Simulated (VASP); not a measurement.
A run of VASP 6.6.1 is set up as follows.

Contents of INCAR:

```
SYSTEM = C
PREC = Accurate
ENCUT = 600
EDIFF = 1E-6
ISMEAR = 1
SIGMA = 0.3
LREAL = .FALSE.
LASPH = .TRUE.
NELM = 120
ALGO = Normal
ISIF = 2
LWAVE = .FALSE.
LCHARG = .FALSE.
GGA = PS
NBANDS = 8
GGA_COMPAT = .FALSE.
```

KPOINTS

```
Automatic mesh
0
G
  5 5 5
  0 0 0
```

File POSCAR:

```
C
1.0
    4.8542860000      0.0000000000      0.0000000000
    0.0000000000      4.8542860000      0.0000000000
    0.0000000000      0.0000000000      4.8542860000
C
1
Direct
    0.5000000000      0.5000000000      0.5000000000
```

Potentials or basis: VASP PAW PBE potentials, release 64 (C).

Launch:

```bash
$ cat potpaw_PBE.64/C/POTCAR > POTCAR
$ mpirun -np 1 vasp_std > vasp.out
```

Question: Estimate the band gap on the k mesh.

Answer: Zero (bands 2 and 3 overlap by 0.23 eV).

Question: What does it give for the pressure?

Answer: -0.4 GPa.

Caveat: so wide a smearing shifts energies and pressures; the PAW data sets were made with another functional, which shifts forces and pressure a little.
